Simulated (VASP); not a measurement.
Wanted: the native input for a VASP 6.6.1 run.

```
Task                   : single point
Functional             : PBE
Potentials or basis    : VASP PAW PBE potentials, release 64 (Ba_sv, S)
Cutoff                 : 520 eV
k mesh                 : 6 × 6 × 6
Occupations            : fermi-dirac, width 0.02 eV
Spin                   : no spin polarisation
Dipole correction      : no
Further INCAR settings : ALGO = Normal; EDIFF = 1e-06; NBANDS = 15
```

The structure of BaS lies in POSCAR:

```
BaS
1.0
    0.0000000000      3.4842176532      3.4842176532
    3.4842176532      0.0000000000      3.4842176532
    3.4842176532      3.4842176532      0.0000000000
Ba S
1 1
Direct
    0.0000000000      0.0000000000      0.0000000000
    0.2500000000      0.2500000000      0.2500000000
```

This cell differs from its parent crystal: strain -1.0%.

One way to write it, as run:

INCAR

```
  ALGO = Normal
  EDIFF = 1E-6
  ENCUT = 520
  GGA = PE
  ISIF = 2
  ISMEAR = -1
  LASPH = T
  LCHARG = F
  LREAL = F
  LWAVE = F
  NBANDS = 15
  NELM = 80
  PREC = Accurate
  SIGMA = 0.02
```

KPOINTS

```
k-points
0
Gamma
  6 6 6
```

Potentials or basis: VASP PAW PBE potentials, release 64 (Ba_sv, S).

Run with:

```sh
$ cat potpaw_PBE.64/Ba_sv/POTCAR potpaw_PBE.64/S/POTCAR > POTCAR
$ mpirun -np 1 vasp_std > vasp.out
```

It gave:

```yaml
Pressure: 1.3 GPa
Band_gap_on_the_k_mesh: 2.81 eV (least direct gap 3.42 eV)
```

Caveat: the cell differs from its parent crystal (strain -1.0%); spin-orbit coupling is left out, which moves the levels of the heavy elements.

Run time: 23 s on 1 thread of Intel(R) Xeon(R) Platinum 8488C (Sapphire Rapids) (shared host), peak memory 0.23 GiB.
